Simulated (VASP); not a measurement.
# Ga2SnH6 (Fm-3m) in VASP: density of states with PBE

Aim: the density of states of Ga2SnH6 with PBE.

All numbers are computed with VASP 6.6.1; they aren't measurements. Logs are shortened: lines on timing, memory, paths and dates and some standing lists are left out, and cuts for length are marked.

## (1) The cell of the first run

It takes space group Fm-3m (No. 225, cubic). The conventional cell has a = 7.524 Å, b = 7.524 Å, c = 7.524 Å, α = 90.00°, β = 90.00°, γ = 90.00°. Ga (site symmetry -43m) has 6 H at 1.88 Å within 2.5 Å. Sn (site symmetry m-3m) has 12 H at 2.66 Å and 8 Ga at 3.26 Å within 3.5 Å. Within 2.5 Å of H (site symmetry mmm) lie 2 Ga at 1.88 Å.

## (2) Density of states, PBE

File POSCAR:

```
Ga2SnH6
1.0
    0.0000000000      3.7617661341      3.7617661341
    3.7617661341      0.0000000000      3.7617661341
    3.7617661341      3.7617661341      0.0000000000
Ga Sn H
2 1 6
Direct
    0.7500000000      0.7500000000      0.7500000000
    0.2500000000      0.2500000000      0.2500000000
    0.0000000000      0.0000000000      0.0000000000
    0.5000000000      0.0000000000      0.0000000000
    0.0000000000      0.5000000000      0.0000000000
    0.0000000000      0.0000000000      0.5000000000
    0.0000000000      0.5000000000      0.5000000000
    0.5000000000      0.0000000000      0.5000000000
    0.5000000000      0.5000000000      0.0000000000
```

File INCAR.step1:

```
PREC = Accurate
ENCUT = 520
EDIFF = 1E-6
ISMEAR = 0
SIGMA = 0.1
LREAL = False
LASPH = True
NELM = 100
ALGO = Normal
ISIF = 2
LWAVE = False
LCHARG = True
GGA = PE
NBANDS = 33
```

File KPOINTS.step1:

```
Automatic mesh
0
Gamma
  10 10 10
```

File INCAR.step2:

```
PREC = Accurate
ENCUT = 520
EDIFF = 1E-6
ISMEAR = -5
SIGMA = 0.1
LREAL = False
LASPH = True
NELM = 100
ALGO = Normal
ISIF = 2
LWAVE = False
LCHARG = False
GGA = PE
LORBIT = 11
NBANDS = 33
NEDOS = 1001
ICHARG = 11
```

File KPOINTS.step2:

```
Automatic mesh
0
Gamma
  15 15 15
```

Potentials or basis: VASP PAW PBE potentials, release 64 (Ga_d, Sn_d, H).

Launch:

```sh
> cat potpaw_PBE.64/Ga_d/POTCAR potpaw_PBE.64/Sn_d/POTCAR potpaw_PBE.64/H/POTCAR > POTCAR
> cp INCAR.step1 INCAR
> cp KPOINTS.step1 KPOINTS
> mpirun -np 1 vasp_std > vasp.out
> cp INCAR.step2 INCAR
> cp KPOINTS.step2 KPOINTS
> mpirun -np 1 vasp_std > vasp.out
```

OUTCAR:

```text
PREC = Accurate
   ENCUT = 520
   EDIFF = 1E-6
   ISMEAR = -5
   LREAL = False
   LASPH = True
   NELM = 100
   ISIF = 2
   GGA = PE
   LORBIT = 11
   ICHARG = 11

 ion  position               nearest neighbor table
   1  0.750  0.750  0.750-   4 1.88   5 1.88   6 1.88   7 1.88   8 1.88   9 1.88   3 3.26   3 3.26
                             3 3.26   3 3.26
   2  0.250  0.250  0.250-   4 1.88   5 1.88   6 1.88   7 1.88   8 1.88   9 1.88   3 3.26   3 3.26
                             3 3.26   3 3.26
   3  0.000  0.000  0.000-   1 3.26   1 3.26   1 3.26   1 3.26   2 3.26   2 3.26   2 3.26   2 3.26

   4  0.500  0.000  0.000-   1 1.88   2 1.88
   5  0.000  0.500  0.000-   1 1.88   2 1.88
   6  0.000  0.000  0.500-   1 1.88   2 1.88
   7  0.000  0.500  0.500-   1 1.88   2 1.88
   8  0.500  0.000  0.500-   1 1.88   2 1.88
   9  0.500  0.500  0.000-   1 1.88   2 1.88

  LATTYP: Found a face centered cubic cell.
 ALAT       =     7.5235322682

  Lattice vectors:

 A1 = (   0.0000000000,   3.7617661341,   3.7617661341)
 A2 = (   3.7617661341,   0.0000000000,   3.7617661341)
 A3 = (   3.7617661341,   3.7617661341,   0.0000000000)

Analysis of symmetry for initial positions (statically):
=====================================================================
 Subroutine PRICEL returns:
 Original cell was already a primitive cell.

 Routine SETGRP: Setting up the symmetry group for a
 face centered cubic supercell.

 Subroutine GETGRP returns: Found 48 space group operations
[... 9 lines left out ...]

 Routine SETGRP: Setting up the symmetry group for a
 face centered cubic supercell.

 Subroutine GETGRP returns: Found 48 space group operations
[... 11 lines left out ...]
                                     Primitive cell

  volume of cell :     106.4646

  direct lattice vectors                    reciprocal lattice vectors
     0.000000000  3.761766134  3.761766134    -0.132916290  0.132916290  0.132916290
     3.761766134  0.000000000  3.761766134     0.132916290 -0.132916290  0.132916290
     3.761766134  3.761766134  0.000000000     0.132916290  0.132916290 -0.132916290

  length of vectors
     5.319940685  5.319940685  5.319940685     0.230217768  0.230217768  0.230217768

  position of ions in fractional coordinates (direct lattice)
     0.750000000  0.750000000  0.750000000
     0.250000000  0.250000000  0.250000000
     0.000000000  0.000000000  0.000000000
     0.500000000  0.000000000  0.000000000
     0.000000000  0.500000000  0.000000000
     0.000000000  0.000000000  0.500000000
     0.000000000  0.500000000  0.500000000
     0.500000000  0.000000000  0.500000000
     0.500000000  0.500000000  0.000000000

  ion indices of the primitive-cell ions
   primitive index   ion index
                 1           1
                 2           2
                 3           3
                 4           4
                 5           5
                 6           6
                 7           7
                 8           8
                 9           9

----------------------------------------------------------------------------------------

 KPOINTS: Automatic mesh

Automatic generation of k-mesh.
 Grid dimensions read from file:
 generate k-points for:   15   15   15

 Generating k-lattice:

  Cartesian coordinates                     Fractional coordinates (reciprocal lattice)
    -0.008861086  0.008861086  0.008861086     0.066666667  0.000000000  0.000000000
     0.008861086 -0.008861086  0.008861086     0.000000000  0.066666667  0.000000000
     0.008861086  0.008861086 -0.008861086     0.000000000  0.000000000  0.066666667

  Length of vectors
     0.015347851  0.015347851  0.015347851

  Shift w.r.t. Gamma in fractional coordinates (k-lattice)
     0.000000000  0.000000000  0.000000000

 TETIRR: Found    484 inequivalent tetrahedra from    20250

 Subroutine IBZKPT returns following result:
 ===========================================

 Found    120 irreducible k-points:

 Following reciprocal coordinates:
            Coordinates               Weight
  0.000000  0.000000  0.000000      1.000000
  0.066667  0.000000  0.000000      8.000000
  0.133333  0.000000  0.000000      8.000000
  0.200000  0.000000  0.000000      8.000000
  0.266667  0.000000  0.000000      8.000000
  0.333333  0.000000  0.000000      8.000000
[... 16 lines left out ...]
  0.133333  0.133333  0.000000      6.000000
  0.200000  0.133333  0.000000     24.000000
 [... further k-points ...]
   k-points           NKPTS =    120   k-points in BZ     NKDIM =    120   number of bands    NBANDS=     33
   number of dos      NEDOS =   1001   number of ions     NIONS =      9
   total plane-waves  NPLWV =  64000
   dimension x,y,z NGX =    40 NGY =   40 NGZ =   40
   dimension x,y,z NGXF=    80 NGYF=   80 NGZF=   80
   ions per type =               2   1   6
   NGX,Y,Z   is equivalent  to a cutoff of  12.50, 12.50, 12.50 a.u.
   NGXF,Y,Z  is equivalent  to a cutoff of  25.00, 25.00, 25.00 a.u.
 SYSTEM =  unknown system
   PREC   = accura    normal or accurate (medium, high low for compatibility)
   ISTART =      0    job   : 0-new  1-cont  2-samecut
   ICHARG =     11    charge: 1-file 2-atom 10-const
   ISPIN  =      1    spin polarized calculation?
   LNONCOLLINEAR =      F non collinear calculations
   LSORBIT =      F    spin-orbit coupling
   LASPH  =      T    aspherical Exc in radial PAW
   ENCUT  =  520.0 eV  38.22 Ry    6.18 a.u.   9.89  9.89  9.89*2*pi/ulx,y,z
   NELM   =    100;   NELMIN=  2; NELMDL=  0     # of ELM steps
   EDIFF  = 0.1E-05   stopping-criterion for ELM
   LREAL  =      F    real-space projection
   EDIFFG = 0.1E-04   stopping-criterion for IOM
   NSW    =      0    number of steps for IOM
   IBRION =     -1    ionic relax: 0-MD 1-quasi-New 2-CG
   NFREE  =      0    steps in history (QN), initial steepest desc. (CG)
   ISIF   =      2    stress and relaxation
   ISYM   =      2    0-nonsym 1-usesym 2-fastsym
   POTIM  = 0.5000    time-step for ionic-motion
   TEBEG  =    0.0;   TEEND  =   0.0 temperature during run
   PSTRESS=    0.0 pullay stress
   NELECT =      46.0000    total number of electrons
   NUPDOWN=      -1.0000    fix difference up-down
   EMIN   =  10.00;   EMAX   =-10.00  energy-range for DOS
   EFERMI =   0.00;   METHOD = LEGACY
   ISMEAR =    -5;   SIGMA  =   0.10  broadening in eV -4-tet -1-fermi 0-gaus
   EFERMI_NEDOS =   21; number of points for ismear=-14 and -15
   IALGO  =     38    algorithm
   IMIX   =      4    mixing-type and parameters
     AMIX     =   0.40;   BMIX     =  1.00
     AMIX_MAG =   1.60;   BMIX_MAG =  1.00
  volume/ion in A,a.u.               =      11.83        79.83
  Fermi-wavevector in a.u.,A,eV,Ry     =   1.237634  2.338790 20.840568  1.531739
  Thomas-Fermi vector in A             =   2.372193
   LORBIT       =     11    0 simple, 1 ext, 2 COOP (PROOUT), +10 PAW based schemes
   GGA     = PE    functional components
   LHFCALC =     F    Hartree Fock is set to
   AEXX    =    0.0000 exact exchange contribution
   IVDW    =     0    specifies the selected vdW correction
   LEPSILON=     F    determine dielectric tensor
   LRPA    =     F    only Hartree local field effects (RPA)
 non-spin polarized calculation
 Fermi weights with tetrahedron method with Bloechl corrections
  energy-cutoff  :      520.00
  volume of cell :      106.46
 maximum number of plane-waves:      2882

 number of electron      46.0000002 magnetization

 Free energy of the ion-electron system (eV)
  ---------------------------------------------------
  ext. energy  EPLUGINS =         0.00000000
  ---------------------------------------------------
  free energy    TOTEN  =       -26.48083376 eV

  energy without entropy =      -26.48083376  energy(sigma->0) =      -26.48083376

 E-fermi :   3.9645     XC(G=0):  -9.1490

 val. band max:        3.9294439658   @ k =  -0.4667   0.2667   0.0000
 cond. band min:       3.8743377111   @ k =  -0.4667   0.2000   0.0000
 fundamental gap:     -0.0551062547
 Fermi energy:         3.9644985987

 k-point     1 :       0.0000    0.0000    0.0000
  band No.  band energies     occupation
      1     -18.5998      2.00000
      2     -18.5998      2.00000
      3     -18.5998      2.00000
      4     -18.5912      2.00000
      5     -18.5912      2.00000
      6     -11.4124      2.00000
[... 25 lines left out ...]
     32      14.5064      0.00000
     33      14.5110      0.00000

 k-point     2 :       0.0667    0.0000    0.0000
  band No.  band energies     occupation
      1     -18.5998      2.00000
      2     -18.5998      2.00000
      3     -18.5998      2.00000
      4     -18.5912      2.00000
      5     -18.5912      2.00000
      6     -11.4109      2.00000
[... 25 lines left out ...]
     32      14.1474      0.00000
     33      14.1988      0.00000

 k-point     3 :       0.1333    0.0000    0.0000
  band No.  band energies     occupation
      1     -18.5997      2.00000
      2     -18.5996      2.00000
      3     -18.5996      2.00000
      4     -18.5911      2.00000
      5     -18.5911      2.00000
      6     -11.4062      2.00000
[... 25 lines left out ...]
     32      13.3479      0.00000
     33      13.3480      0.00000

 k-point     4 :       0.2000    0.0000    0.0000
  band No.  band energies     occupation
      1     -18.5996      2.00000
      2     -18.5993      2.00000
      3     -18.5993      2.00000
      4     -18.5910      2.00000
      5     -18.5910      2.00000
      6     -11.3986      2.00000
[... 673 lines left out ...]
     32      13.8068      0.00000
     33      14.0414      0.00000

 k-point    23 :       0.1333    0.1333    0.0000
  band No.  band energies     occupation
      1     -18.6000      2.00000
      2     -18.5993      2.00000
      3     -18.5993      2.00000
      4     -18.5912      2.00000
      5     -18.5909      2.00000
      6     -11.4120      2.00000
[... 25 lines left out ...]
     32      13.4649      0.00000
     33      13.4822      0.00000

 k-point    24 :       0.2000    0.1333    0.0000
  band No.  band energies     occupation
      1     -18.6001      2.00000
      2     -18.5991      2.00000
      3     -18.5990      2.00000
      4     -18.5912      2.00000
      5     -18.5908      2.00000
      6     -11.4103      2.00000
[... 25 lines left out ...]
     32      12.6243      0.00000
     33      13.1802      0.00000

 [... further k-points ...]
[... 5 lines left out ...]
  --------------------------------------------------------------------------------------
  -------------------------------------------------------------------------------------
  Total        0.0303551      0.0303551      0.0303551     -0.0000000      0.0000000      0.0000000
  in kB        0.4568107      0.4568107      0.4568107     -0.0000000      0.0000000      0.0000000
  external PRESSURE =       0.4568107 kB  Pullay stress =       0.0000000 kB

 VOLUME and BASIS-vectors are now :
 -----------------------------------------------------------------------------
  energy-cutoff  :      520.00
  volume of cell :      106.46
      direct lattice vectors                 reciprocal lattice vectors
     0.000000000  3.761766134  3.761766134    -0.132916290  0.132916290  0.132916290
     3.761766134  0.000000000  3.761766134     0.132916290 -0.132916290  0.132916290
     3.761766134  3.761766134  0.000000000     0.132916290  0.132916290 -0.132916290

 POSITION                                       TOTAL-FORCE (eV/Angst)
 -----------------------------------------------------------------------------------
      5.64265      5.64265      5.64265        -0.000000     -0.000000     -0.000000
      1.88088      1.88088      1.88088         0.000000      0.000000      0.000000
      0.00000      0.00000      0.00000        -0.000000     -0.000000      0.000000
      0.00000      1.88088      1.88088        -0.000000     -0.000000      0.000000
      1.88088      0.00000      1.88088        -0.000000     -0.000000      0.000000
      1.88088      1.88088      0.00000        -0.000000     -0.000000      0.000000
      3.76177      1.88088      1.88088        -0.000000     -0.000000      0.000000
      1.88088      3.76177      1.88088        -0.000000     -0.000000      0.000000
      1.88088      1.88088      3.76177        -0.000000     -0.000000      0.000000
 -----------------------------------------------------------------------------------
    total drift:                               -0.000000     -0.000000      0.000000

  FREE ENERGIE OF THE ION-ELECTRON SYSTEM (eV)
  ---------------------------------------------------
  free  energy   TOTEN  =       -26.4808337612 eV

  energy  without entropy=      -26.4808337612  energy(sigma->0) =      -26.48083376

 total charge

# of ion       s       p       d       tot
------------------------------------------
    1        0.930   0.676  10.011  11.617
    2        0.930   0.676  10.011  11.617
    3        1.407   0.601   9.986  11.994
    4        0.502   0.011   0.000   0.513
    5        0.502   0.011   0.000   0.513
    6        0.502   0.011   0.000   0.513
    7        0.502   0.011   0.000   0.513
    8        0.502   0.011   0.000   0.513
    9        0.502   0.011   0.000   0.513
--------------------------------------------------
tot          6.279   2.017  30.008  38.304
```

Run time: 5.1 min. Hardware: 1 thread of AMD EPYC 7R13 (Zen 3), shared host; peak memory 0.47 GiB.

What came out:

```yaml
Valence_electrons_inside_the_program's_atomic_spheres: Ga 11.62; Sn 11.99; H 0.51
```

Caveat: spin-orbit coupling is left out, which moves the levels of the heavy elements; tetrahedron occupations give inexact forces and stress in metals.
